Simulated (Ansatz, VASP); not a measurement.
**AlIn2Sb2As in VASP and in Ansatz**

```
Al In Sb As
1.0
     5.68863    0.00000    0.00000
     0.00000    5.68863    0.00000
     0.00000    0.00000    5.55469
Al In Sb As
1 2 2 1
Direct
  0.50000 0.50000 0.00000
  0.00000 0.50000 0.00000
  0.50000 0.00000 0.00000
  0.00000 0.00000 0.25881
  0.00000 0.00000 0.74119
  0.50000 0.50000 0.50000
```

Change from the starting cell: species swapped into the Sr2CuSeO2 type (P4/mmm, No. 123).

Alike in both runs: functional PBE; k mesh 8 × 8 × 8; occupations gaussian, width 0.1 eV; no spin polarisation.

Ansatz relaxed the structure, and its values are those at the end. VASP's run is a single point on that final structure, the one shown.

|  | VASP | Ansatz |
| --- | --- | --- |
| version | VASP 6.6.1 | Ansatz 0.2.0 |
| potentials or method | VASP PAW PBE potentials, release 64 (Al, In_d, Sb, As), cutoff 520 eV | scalar-relativistic, plane waves, PAW |
| valence electrons in the cell | 44 | 74 |

```csv
,VASP,Ansatz,Ansatz less VASP
gap on the k mesh at the Fermi level (eV),none,none,-
pressure (GPa),0.0,0.0,0.00
rms of the force components (eV/Å),0.007,0.001,-0.0062
```

A gap of «none» marks a metal or a gap that the smearing closes. The functional is the same, so the differences come from potentials, cutoffs and numerics. VASP's potentials hold 44 valence electrons a cell and Ansatz's 74, so a difference there can come from the potentials and not from the codes.

Neither program's run includes spin-orbit coupling.
